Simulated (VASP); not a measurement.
# SiO2 (Pnnm) in VASP: notebook, part 2 of 2

VASP 6.6.1.

## Step 3: Single point, PBE (atoms displaced along a vibrational mode, the cell strained)

Input file INCAR:

```
SYSTEM = SiO2
ALGO     = Normal         ! electronic algorithm
EDIFF    = 1E-7           ! SCF threshold, eV
ENCUT    = 520            ! plane-wave cutoff, eV
GGA      = PE             ! functional
ISIF     = 2              ! what is computed and relaxed
ISMEAR   = 0              ! smearing method
LASPH    = .TRUE.         ! aspherical terms in the spheres
LCHARG   = .FALSE.        ! write CHGCAR
LREAL    = .FALSE.        ! projectors in reciprocal space
LWAVE    = .FALSE.        ! write WAVECAR
NBANDS   = 25             ! bands
NELM     = 100            ! most SCF steps
PREC     = Accurate       ! precision mode
SIGMA    = 0.05           ! smearing width, eV
```

Input file KPOINTS:

```
k-points
0
G
  6 6 8
  0 0 0
```

Input file POSCAR:

```
SiO2
1.0
    4.2358788266      0.0000000000      0.0000000000
    0.0000000000      4.0380632854      0.0000000000
    0.0000000000      0.0000000000      2.6897743046
Si O
2 4
Direct
    0.5000000000      0.5000000000      0.5000000000
    0.0000000000      0.0000000000      0.0000000000
    0.6836979468      0.7023276386      0.0000000000
    0.1836979468      0.7976723614      0.5000000000
    0.3163020532      0.2976723614      0.0000000000
    0.8163020532      0.2023276386      0.5000000000
```

Potentials or basis: VASP PAW PBE potentials, release 64 (Si, O).

Run with:

```sh
$ cat potpaw_PBE.64/Si/POTCAR potpaw_PBE.64/O/POTCAR > POTCAR
$ mpirun -np 1 vasp_std > vasp.out
```

OUTCAR:

```text
SYSTEM = SiO2
   EDIFF = 1E-7
   ENCUT = 520
   GGA = PE
   ISIF = 2
   ISMEAR = 0
   LASPH = .TRUE.
   LREAL = .FALSE.
   NELM = 100
   PREC = Accurate

 ion  position               nearest neighbor table
   1  0.500  0.500  0.500-   3 1.76   5 1.76   3 1.76   5 1.76   4 1.80   6 1.80
   2  0.000  0.000  0.000-   4 1.76   6 1.76   4 1.76   6 1.76   5 1.80   3 1.80
   3  0.684  0.702  0.000-   1 1.76   1 1.76   2 1.80
   4  0.184  0.798  0.500-   2 1.76   2 1.76   1 1.80
   5  0.316  0.298  0.000-   1 1.76   1 1.76   2 1.80
[... 884 lines left out ...]
  -------------------------------------------------------------------------------------
  Total        3.2645233      6.5670020      2.8028323      0.0000000      0.0000000      0.0000000
  in kB      113.6836135    228.6889813     97.6057065      0.0000000      0.0000000      0.0000000
  external PRESSURE =     146.6594337 kB  Pullay stress =       0.0000000 kB

 VOLUME and BASIS-vectors are now :
 -----------------------------------------------------------------------------
  energy-cutoff  :      520.00
  volume of cell :       46.01
      direct lattice vectors                 reciprocal lattice vectors
     4.235878827  0.000000000  0.000000000     0.236078519  0.000000000  0.000000000
     0.000000000  4.038063285  0.000000000     0.000000000  0.247643469  0.000000000
     0.000000000  0.000000000  2.689774305     0.000000000  0.000000000  0.371778405

 POSITION                                       TOTAL-FORCE (eV/Angst)
 -----------------------------------------------------------------------------------
      2.11794      2.01903      1.34489         0.000000      0.000000      0.000000
      0.00000      0.00000      0.00000         0.000000      0.000000      0.000000
      2.89606      2.83604      0.00000         0.361110      0.380828      0.000000
      0.77812      3.22105      1.34489         0.361110     -0.380828     -0.000000
      1.33982      1.20202      0.00000        -0.361110     -0.380828     -0.000000
      3.45776      0.81701      1.34489        -0.361110      0.380828      0.000000
 -----------------------------------------------------------------------------------
    total drift:                                0.000000     -0.000000      0.000000

  FREE ENERGIE OF THE ION-ELECTRON SYSTEM (eV)
  ---------------------------------------------------
  free  energy   TOTEN  =       -46.1570284700 eV

  energy  without entropy=      -46.1570284700  energy(sigma->0) =      -46.15702847
```

OSZICAR:

```text
N       E                     dE             d eps       ncg     rms          rms(c)
DAV:   1     0.133652643527E+03    0.13365E+03   -0.17662E+04  4048   0.123E+03
DAV:   2    -0.440772444408E+02   -0.17773E+03   -0.17049E+03  5004   0.280E+02
DAV:   3    -0.508113110992E+02   -0.67341E+01   -0.67012E+01  5277   0.516E+01
DAV:   4    -0.508543195607E+02   -0.43008E-01   -0.42992E-01  4731   0.477E+00
DAV:   5    -0.508546535619E+02   -0.33400E-03   -0.33394E-03  5315   0.399E-01    0.178E+01
DAV:   6    -0.460998077103E+02    0.47548E+01   -0.13217E+01  5044   0.246E+01    0.820E+00
DAV:   7    -0.461364455636E+02   -0.36638E-01   -0.77808E-01  4950   0.518E+00    0.296E+00
DAV:   8    -0.461502587975E+02   -0.13813E-01   -0.25305E-02  4966   0.137E+00    0.111E+00
DAV:   9    -0.461568325191E+02   -0.65737E-02   -0.95507E-03  5078   0.824E-01    0.260E-01
DAV:  10    -0.461570425553E+02   -0.21004E-03   -0.43175E-04  5065   0.148E-01    0.418E-02
DAV:  11    -0.461570273750E+02    0.15180E-04   -0.70380E-05  5107   0.609E-02    0.778E-03
DAV:  12    -0.461570283721E+02   -0.99708E-06   -0.49267E-06  4979   0.160E-02    0.336E-03
DAV:  13    -0.461570284700E+02   -0.97949E-07   -0.56323E-07  5179   0.534E-03
   1 F= -.46157028E+02 E0= -.46157028E+02  d E =-.439114E-15
```

It took 24 s on 1 thread of Intel Xeon Platinum 8559C (Emerald Rapids), shared host; peak memory 0.18 GiB.

What came out:

```
Free energy            : -46.1570 eV
Pressure               : 14.7 GPa
Largest force          : 0.525 eV/Å
Band gap on the k mesh : 5.83 eV
```

Forces in eV/Å, atoms in the order of the input:
```
Si   0.000  0.000  0.000
Si   0.000  0.000  0.000
O    0.361  0.381  0.000
O    0.361 -0.381  0.000
O   -0.361 -0.381  0.000
O   -0.361  0.381  0.000
```

Levels at points of the mesh, in eV from the valence-band top:
```tsv
k point	band 13	band 14	band 15	band 16	band 17	band 18	band 19	band 20
(0.00, 0.00, 0.00)	-2.58	-0.91	-0.58	0.00	5.83	6.51	8.22	8.70
(0.50, 0.00, 0.00)	-2.67	-2.67	-0.96	-0.96	7.83	7.83	9.16	9.16
(0.00, 0.50, 0.00)	-2.78	-2.78	-1.01	-1.01	7.70	7.70	8.88	8.88
(0.50, 0.50, 0.00)	-2.59	-2.59	-2.11	-2.11	7.43	7.43	9.98	9.98
(0.00, 0.00, 0.50)	-3.08	-3.08	-2.60	-2.60	9.38	9.38	12.82	12.82
(0.50, 0.00, 0.50)	-2.15	-2.15	-1.94	-1.94	8.72	8.72	10.12	10.12
(0.00, 0.50, 0.50)	-2.19	-2.19	-1.44	-1.44	9.40	9.40	10.32	10.32
(0.50, 0.50, 0.50)	-1.71	-1.71	-1.45	-1.45	7.57	7.57	10.93	10.93
```

Caveat: the cell differs from its parent crystal (atoms displaced along a vibrational mode, the cell strained); the stress differs along the axes, from 10 to 23 GPa. A k mesh can miss the band edges.
